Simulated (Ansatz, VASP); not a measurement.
## KI: VASP beside Ansatz

POSCAR

```
KI
1.0
    0.0000000000      3.9658942823      3.9658942823
    3.9658942823      0.0000000000      3.9658942823
    3.9658942823      3.9658942823      0.0000000000
K I
1 1
Direct
    0.0000000000      0.0000000000      0.0000000000
    0.2500000000      0.2500000000      0.2500000000
```

File INCAR.step1:

```
SYSTEM = KI
PREC     = Accurate       ! precision mode
ENCUT    = 520            ! plane-wave cutoff, eV
EDIFF    = 1E-5           ! SCF threshold, eV
ISMEAR   = 0              ! smearing method
SIGMA    = 0.01           ! smearing width, eV
LREAL    = .FALSE.        ! projectors in reciprocal space
LASPH    = .TRUE.         ! aspherical terms in the spheres
NELM     = 100            ! most SCF steps
ALGO     = Normal         ! electronic algorithm
ISIF     = 2              ! what is computed and relaxed
LWAVE    = .TRUE.         ! write WAVECAR
LCHARG   = .FALSE.        ! write CHGCAR
NBANDS   = 15             ! bands
GGA      = PE             ! functional
```

File INCAR.step2:

```
SYSTEM = KI
PREC     = Accurate       ! precision mode
ENCUT    = 520            ! plane-wave cutoff, eV
EDIFF    = 1E-6           ! SCF threshold, eV
ISMEAR   = 0              ! smearing method
SIGMA    = 0.01           ! smearing width, eV
LREAL    = .FALSE.        ! projectors in reciprocal space
LASPH    = .TRUE.         ! aspherical terms in the spheres
NELM     = 100            ! most SCF steps
ALGO     = Normal         ! electronic algorithm
ISIF     = 2              ! what is computed and relaxed
LWAVE    = .FALSE.        ! write WAVECAR
LCHARG   = .FALSE.        ! write CHGCAR
GGA      = PE             ! functional
LHFCALC  = .TRUE.         ! exact exchange
AEXX     = 0.05           ! exact-exchange fraction
HFSCREEN = 0.3            ! screening, 1/A
PRECFOCK = Normal       
NBANDS   = 15             ! bands
ISTART   = 1
```

Contents of KPOINTS:

```
Automatic mesh
0
G
  4 4 4
  0 0 0
```

Input for Ansatz:

```yaml
crystal:
  lattice:
    - [0.0, 3.9658942823, 3.9658942823]
    - [3.9658942823, 0.0, 3.9658942823]
    - [3.9658942823, 3.9658942823, 0.0]
  atoms:
    - { symbol: K, position: [0.0, 0.0, 0.0] }
    - { symbol: I, position: [0.25, 0.25, 0.25] }
kpoints:
  mp_grid: { grid: [4, 4, 4] }
hamiltonian:
  xc: { exchange: pbe, correlation: pbe, exx: { coeff: 0.05, omega: 0.3 } }
scf:
  occupations: { method: fixed }
  n_extra_bands: 4
output:
  forces: true
  stress: true
  eigenvalues: true
```

Alike in both runs: task single point; functional PBE-based screened hybrid; k mesh 4 × 4 × 4; no spin polarisation.

|  | VASP | Ansatz |
| --- | --- | --- |
| version | VASP 6.6.1 | Ansatz 0.2.0 |
| potentials or method | VASP PAW PBE potentials, release 64 (K_sv, I) | plane waves |
| plane-wave cutoff (eV) | 520 | 420 |
| occupations | gaussian, width 0.01 eV | fixed |
| valence electrons in the cell | 16 | 26 |

|  | VASP | Ansatz | Ansatz less VASP |
| --- | --- | --- | --- |
| gap on the k mesh at the Fermi level (eV) | 4.08 | 4.08 | +0.003 |
| pressure (GPa) | 0.2 | 0.2 | -0.01 |

VASP's potentials were made for PBE, not for PBE-based screened hybrid. VASP's potentials hold 16 valence electrons a cell and Ansatz's 26, so a difference there can come from the potentials and not from the codes. Ansatz's warnings: stress exchange threshold loose, stress scf threshold loose.

Spin-orbit coupling is off throughout.
